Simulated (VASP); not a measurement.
# C (P2_1/m) in VASP: further runs

C is run at these levels: PBE; tasks: single point.

All numbers are computed with VASP 6.6.1; they aren't measurements. Logs are shortened: lines on timing, memory, paths and dates and some standing lists are left out, and cuts for length are marked.

## 1. The cell of the first run

The structure is monoclinic, space group P2_1/m (No. 11). Conventional cell: a = 2.481 Å, b = 8.565 Å, c = 2.481 Å, α = 90.00°, β = 118.85°, γ = 90.00°. Within 1.9 Å of C (site symmetry m) lie 3 C at 1.42 to 1.45 Å. Within 1.9 Å of C (site symmetry m) lie 3 C at 1.42 to 1.45 Å.

## 2. Single point, PBE (atoms displaced along a vibrational mode, the cell strained)

Contents of INCAR:

```
ALGO = Normal
EDIFF = 1E-6
ENCUT = 520
GGA = PE
ISIF = 2
ISMEAR = 0
LASPH = T
LCHARG = T
LELF = T
LREAL = F
LVHAR = T
LWAVE = F
NBANDS = 16
NELM = 80
PREC = Accurate
SIGMA = 0.15
```

Contents of KPOINTS:

```
k-points
0
Gamma
  18 18 6
```

Contents of POSCAR:

```
C
1.0
    2.5239931184      0.0000000000      0.0000000000
   -1.2619965592      2.1360716891      0.0000000000
    0.0000000000      0.0000000000      8.5653080463
C
4
Direct
   -0.0576914494      0.0000000000      0.0025000000
    0.0576914494      0.0000000000      0.5025000000
    0.2756407870      0.6666666667      0.0025000000
    0.7243592130      0.3333333333      0.5025000000
```

Potentials or basis: VASP PAW PBE potentials, release 64 (C).

On the command line:

```console
> cat potpaw_PBE.64/C/POTCAR > POTCAR
> mpirun -np 1 vasp_std > vasp.out
```

OUTCAR:

```text
EDIFF = 1E-6
   ENCUT = 520
   GGA = PE
   ISIF = 2
   ISMEAR = 0
   LASPH = T
   LREAL = F
   NELM = 80
   PREC = Accurate

 ion  position               nearest neighbor table
   1  0.942  0.000  0.002-   3 1.42   3 1.45   3 1.45
   2  0.058  0.000  0.502-   4 1.42   4 1.45   4 1.45
   3  0.276  0.667  0.002-   1 1.42   1 1.45   1 1.45
   4  0.724  0.333  0.502-   2 1.42   2 1.45   2 1.45

  Warning from LATTYP: Monoclinic adjustment (A1->A3, A2->A1, A3->A2)!
  LATTYP: Found a base centered orthorhombic cell.
 ALAT       =     2.5239931184
 B/A-ratio  =     1.6926129263
 C/A-ratio  =     3.3935544372

  Lattice vectors:

 A1 = (   1.2619965592,  -2.1360716891,   0.0000000000)
 A2 = (   1.2619965592,   2.1360716891,   0.0000000000)
 A3 = (   0.0000000000,   0.0000000000,   8.5653080463)

Analysis of symmetry for initial positions (statically):
=====================================================================
 Subroutine PRICEL returns:
 Original cell was already a primitive cell.

 Routine SETGRP: Setting up the symmetry group for a
 base centered orthorhombic supercell.

 Subroutine GETGRP returns: Found  4 space group operations
 (whereof  1 operations were pure point group operations)
 out of a pool of  8 trial point group operations.

The static configuration has the point symmetry C_1 .
 The point group associated with its full space group is C_2h.

Analysis of symmetry for dynamics (positions and initial velocities):
=====================================================================
 Subroutine PRICEL returns:
 Original cell was already a primitive cell.

 Routine SETGRP: Setting up the symmetry group for a
 base centered orthorhombic supercell.

 Subroutine GETGRP returns: Found  4 space group operations
 (whereof  1 operations were pure point group operations)
 out of a pool of  8 trial point group operations.

The dynamic configuration has the point symmetry C_1 .
 The point group associated with its full space group is C_2h.

 Subroutine INISYM returns: Found  4 space group operations
 (whereof  1 operations are pure point group operations),
 and found     1 'primitive' translations

----------------------------------------------------------------------------------------

                                     Primitive cell

  volume of cell :      46.1793

  direct lattice vectors                    reciprocal lattice vectors
     2.523993118  0.000000000  0.000000000     0.396197594  0.234074541  0.000000000
    -1.261996559  2.136071689  0.000000000     0.000000000  0.468149082  0.000000000
     0.000000000  0.000000000  8.565308046     0.000000000  0.000000000  0.116750033

  length of vectors
     2.523993118  2.481015433  8.565308046     0.460177600  0.468149082  0.116750033

  position of ions in fractional coordinates (direct lattice)
     0.942308551  0.000000000  0.002500000
     0.057691449  0.000000000  0.502500000
     0.275640787  0.666666667  0.002500000
     0.724359213  0.333333333  0.502500000

  ion indices of the primitive-cell ions
   primitive index   ion index
                 1           1
                 2           2
                 3           3
                 4           4

----------------------------------------------------------------------------------------

 KPOINTS: k-points

Automatic generation of k-mesh.
 Grid dimensions read from file:
 generate k-points for:   18   18    6

 Generating k-lattice:

  Cartesian coordinates                     Fractional coordinates (reciprocal lattice)
     0.022010977  0.013004141  0.000000000     0.055555556  0.000000000  0.000000000
     0.000000000  0.026008282  0.000000000     0.000000000  0.055555556  0.000000000
     0.000000000  0.000000000  0.019458339     0.000000000  0.000000000  0.166666667

  Length of vectors
     0.025565422  0.026008282  0.019458339

  Shift w.r.t. Gamma in fractional coordinates (k-lattice)
     0.000000000  0.000000000  0.000000000

 Subroutine IBZKPT returns following result:
 ===========================================

 Found    656 irreducible k-points:

 Following reciprocal coordinates:
            Coordinates               Weight
  0.000000  0.000000  0.000000      1.000000
  0.055556  0.000000  0.000000      2.000000
  0.055556 -0.055556  0.000000      2.000000
  0.111111  0.000000  0.000000      2.000000
  0.111111 -0.111111  0.000000      2.000000
  0.166667  0.000000  0.000000      2.000000
[... 16 lines left out ...]
  0.111111  0.055556  0.000000      2.000000
  0.111111 -0.166667  0.000000      2.000000
 [... further k-points ...]
   k-points           NKPTS =    656   k-points in BZ     NKDIM =    656   number of bands    NBANDS=     16
   number of dos      NEDOS =    301   number of ions     NIONS =      4
   total plane-waves  NPLWV =  23040
   dimension x,y,z NGX =    20 NGY =   18 NGZ =   64
   dimension x,y,z NGXF=    40 NGYF=   36 NGZF=  128
   ions per type =               4
   NGX,Y,Z   is equivalent  to a cutoff of  13.17, 12.06, 12.42 a.u.
   NGXF,Y,Z  is equivalent  to a cutoff of  26.35, 24.12, 24.84 a.u.
 SYSTEM =  unknown system
   PREC   = accura    normal or accurate (medium, high low for compatibility)
   ISTART =      0    job   : 0-new  1-cont  2-samecut
   ICHARG =      2    charge: 1-file 2-atom 10-const
   ISPIN  =      1    spin polarized calculation?
   LNONCOLLINEAR =      F non collinear calculations
   LSORBIT =      F    spin-orbit coupling
   LASPH  =      T    aspherical Exc in radial PAW
   ENCUT  =  520.0 eV  38.22 Ry    6.18 a.u.   4.69  4.61 15.93*2*pi/ulx,y,z
   NELM   =     80;   NELMIN=  2; NELMDL= -5     # of ELM steps
   EDIFF  = 0.1E-05   stopping-criterion for ELM
   LREAL  =      F    real-space projection
   EDIFFG = 0.1E-04   stopping-criterion for IOM
   NSW    =      0    number of steps for IOM
   IBRION =     -1    ionic relax: 0-MD 1-quasi-New 2-CG
   NFREE  =      0    steps in history (QN), initial steepest desc. (CG)
   ISIF   =      2    stress and relaxation
   ISYM   =      2    0-nonsym 1-usesym 2-fastsym
   POTIM  = 0.5000    time-step for ionic-motion
   TEBEG  =    0.0;   TEEND  =   0.0 temperature during run
   PSTRESS=    0.0 pullay stress
   NELECT =      16.0000    total number of electrons
   NUPDOWN=      -1.0000    fix difference up-down
   EMIN   =  10.00;   EMAX   =-10.00  energy-range for DOS
   EFERMI =   0.00;   METHOD = LEGACY
   ISMEAR =     0;   SIGMA  =   0.15  broadening in eV -4-tet -1-fermi 0-gaus
   EFERMI_NEDOS =   21; number of points for ismear=-14 and -15
   IALGO  =     38    algorithm
   IMIX   =      4    mixing-type and parameters
     AMIX     =   0.40;   BMIX     =  1.00
     AMIX_MAG =   1.60;   BMIX_MAG =  1.00
  volume/ion in A,a.u.               =      11.54        77.91
  Fermi-wavevector in a.u.,A,eV,Ry     =   1.149827  2.172858 17.988291  1.322102
  Thomas-Fermi vector in A             =   2.286494
   LORBIT       =      0    0 simple, 1 ext, 2 COOP (PROOUT), +10 PAW based schemes
   GGA     = PE    functional components
   LHFCALC =     F    Hartree Fock is set to
   AEXX    =    0.0000 exact exchange contribution
   IVDW    =     0    specifies the selected vdW correction
   LEPSILON=     F    determine dielectric tensor
   LRPA    =     F    only Hartree local field effects (RPA)
 non-spin polarized calculation
 Gauss-broadening in eV      SIGMA  =   0.15
  energy-cutoff  :      520.00
  volume of cell :       46.18
 maximum number of plane-waves:      1262
   NGX =  9   NGY =  9   NGZ = 31

 number of electron      15.9999999 magnetization

 Free energy of the ion-electron system (eV)
  ---------------------------------------------------
  ext. energy  EPLUGINS =         0.00000000
  ---------------------------------------------------
  free energy    TOTEN  =       -36.84905305 eV

  energy without entropy =      -36.84824174  energy(sigma->0) =      -36.84864740

 E-fermi :   2.5823     XC(G=0):  -8.6382

 val. band max:        2.4942778315   @ k =   0.3333   0.3333   0.0000
 cond. band min:       2.6763850842   @ k =   0.3333   0.3333   0.0000
 fundamental gap:      0.1821072527
 Fermi energy:         2.5823280143

 k-point     1 :       0.0000    0.0000    0.0000
  band No.  band energies     occupation
      1     -16.6787      2.00000
      2     -16.6436      2.00000
      3      -5.0364      2.00000
      4      -4.5580      2.00000
      5      -0.5136      2.00000
      6      -0.5128      2.00000
[... 8 lines left out ...]
     15      13.0497      0.00000
     16      13.5699      0.00000

 k-point     2 :       0.0556    0.0000    0.0000
  band No.  band energies     occupation
      1     -16.6080      2.00000
      2     -16.5731      2.00000
      3      -4.9519      2.00000
      4      -4.4754      2.00000
      5      -0.7992      2.00000
      6      -0.7978      2.00000
[... 8 lines left out ...]
     15      13.1419      0.00000
     16      13.3261      0.00000

 k-point     3 :       0.0556   -0.0556    0.0000
  band No.  band energies     occupation
      1     -16.6080      2.00000
      2     -16.5731      2.00000
      3      -4.9519      2.00000
      4      -4.4754      2.00000
      5      -0.7995      2.00000
      6      -0.7976      2.00000
[... 8 lines left out ...]
     15      13.1419      0.00000
     16      13.3233      0.00000

 k-point     4 :       0.1111    0.0000    0.0000
  band No.  band energies     occupation
      1     -16.3963      2.00000
      2     -16.3620      2.00000
      3      -4.6995      2.00000
      4      -4.2287      2.00000
      5      -1.6188      2.00000
      6      -1.6156      2.00000
[... 8 lines left out ...]
     15      12.6283      0.00000
     16      12.6601      0.00000
[... 324 lines left out ...]
 k-point    22 :       0.0556   -0.1111    0.0000
  band No.  band energies     occupation
      1     -16.4618      2.00000
      2     -16.4273      2.00000
      3      -4.7769      2.00000
      4      -4.3043      2.00000
      5      -1.2993      2.00000
      6      -1.2966      2.00000
[... 8 lines left out ...]
     15      12.8586      0.00000
     16      12.8971      0.00000

 k-point    23 :       0.1111    0.0556    0.0000
  band No.  band energies     occupation
      1     -16.1775      2.00000
      2     -16.1438      2.00000
      3      -4.4389      2.00000
      4      -3.9739      2.00000
      5      -2.2837      2.00000
      6      -2.2804      2.00000
[... 8 lines left out ...]
     15      12.0749      0.00000
     16      12.0867      0.00000

 k-point    24 :       0.1111   -0.1667    0.0000
  band No.  band energies     occupation
      1     -16.1775      2.00000
      2     -16.1438      2.00000
      3      -4.4387      2.00000
      4      -3.9741      2.00000
      5      -2.2843      2.00000
      6      -2.2799      2.00000
[... 8 lines left out ...]
     15      12.0790      0.00000
     16      12.0825      0.00000

 [... further k-points ...]

------------------------ aborting loop because EDIFF is reached ----------------------------------------

  FORCE on cell =-STRESS in cart. coord.  units (eV):
  Direction    XX          YY          ZZ          XY          YZ          ZX
  --------------------------------------------------------------------------------------
  -------------------------------------------------------------------------------------
  Total       -5.0183472     -0.7198445     -0.0027110     -0.0038145      0.0000000      0.0000000
  in kB     -174.1102373    -24.9748145     -0.0940562     -0.1323441      0.0000000      0.0000000
  external PRESSURE =     -66.3930360 kB  Pullay stress =       0.0000000 kB

 VOLUME and BASIS-vectors are now :
 -----------------------------------------------------------------------------
  energy-cutoff  :      520.00
  volume of cell :       46.18
      direct lattice vectors                 reciprocal lattice vectors
     2.523993118  0.000000000  0.000000000     0.396197594  0.234074541  0.000000000
    -1.261996559  2.136071689  0.000000000     0.000000000  0.468149082  0.000000000
     0.000000000  0.000000000  8.565308046     0.000000000  0.000000000  0.116750033

 POSITION                                       TOTAL-FORCE (eV/Angst)
 -----------------------------------------------------------------------------------
      2.37838      0.00000      0.02141        -0.000785     -0.177478      0.000000
      0.14561      0.00000      4.30407         0.000785      0.177478      0.000000
     -0.14562      1.42405      0.02141         0.001529      0.177169      0.000000
      1.40761      0.71202      4.30407        -0.001529     -0.177169      0.000000
 -----------------------------------------------------------------------------------
    total drift:                               -0.000000      0.000000     -0.000014

  FREE ENERGIE OF THE ION-ELECTRON SYSTEM (eV)
  ---------------------------------------------------
  free  energy   TOTEN  =       -36.8490530539 eV

  energy  without entropy=      -36.8482417429  energy(sigma->0) =      -36.84864740
```

Run time: 9.6 min. Hardware: 1 thread of Intel Xeon 8259CL, shared host; peak memory 0.43 GiB.

What came out:

```
Free energy   : -36.8491 eV
Pressure      : -6.6 GPa
Largest force : 0.177 eV/Å
```

Forces on the atoms (eV/Å):
```
C   -0.001 -0.177  0.000
C    0.001  0.177  0.000
C    0.002  0.177  0.000
C   -0.002 -0.177  0.000
```

Stress tensor (GPa, compression positive):
```
-17.41  -0.01   0.00
 -0.01  -2.50   0.00
  0.00   0.00  -0.01
```

Caveat: the cell differs from its parent crystal (atoms displaced along a vibrational mode, the cell strained); the stress differs along the axes, from -17 to -0 GPa; this functional lacks dispersion, which binds layers or chains, so the pressure and a relaxed spacing across them are unreliable.

## 3. Single point, PBE (atoms displaced along a vibrational mode, the cell strained)

Contents of INCAR:

```
PREC = Accurate
ENCUT = 520
EDIFF = 1E-7
ISMEAR = 0
SIGMA = 0.15
LREAL = False
LASPH = True
NELM = 60
ALGO = Normal
ISIF = 2
LWAVE = False
LCHARG = False
GGA = PE
NBANDS = 16
```

Contents of KPOINTS:

```
Automatic mesh
0
Gamma
  18 18 6
```

Contents of POSCAR:

```
C
1.0
    2.3513364993      0.0000000000      0.0000000000
   -1.1756682496      2.1360716891      0.0000000000
    0.0000000000      0.0000000000      8.5653080463
C
4
Direct
   -0.1154234408      0.0000000000      0.0025000000
    0.1154234408      0.0000000000      0.5025000000
    0.2179076977      0.6666666667      0.0025000000
    0.7820923023      0.3333333333      0.5025000000
```

Potentials or basis: VASP PAW PBE potentials, release 64 (C).

On the command line:

```console
> cat potpaw_PBE.64/C/POTCAR > POTCAR
> mpirun -np 1 vasp_std > vasp.out
```

It took 8.8 min on 1 thread of Intel Xeon 8259CL, shared host; peak memory 0.41 GiB.

The run converged. Its results:

| Item | Value |
| --- | --- |
| Free energy | -36.6138 eV |
| Pressure | 18.0 GPa |
| Largest force | 0.756 eV/Å |

Forces in eV/Å, atoms in the order of the input:
```
C    0.002  0.755  0.000
C   -0.002 -0.755  0.000
C    0.000 -0.756  0.000
C    0.000  0.756  0.000
```

Stress tensor (GPa, compression positive):
```
45.92  0.00  0.00
 0.00  8.02  0.00
 0.00  0.00 -0.03
```

Caveat: the cell differs from its parent crystal (atoms displaced along a vibrational mode, the cell strained); the stress differs along the axes, from -0 to 46 GPa; this functional lacks dispersion, which binds layers or chains, so the pressure and a relaxed spacing across them are unreliable.

(Continued in part 2 of 2.)
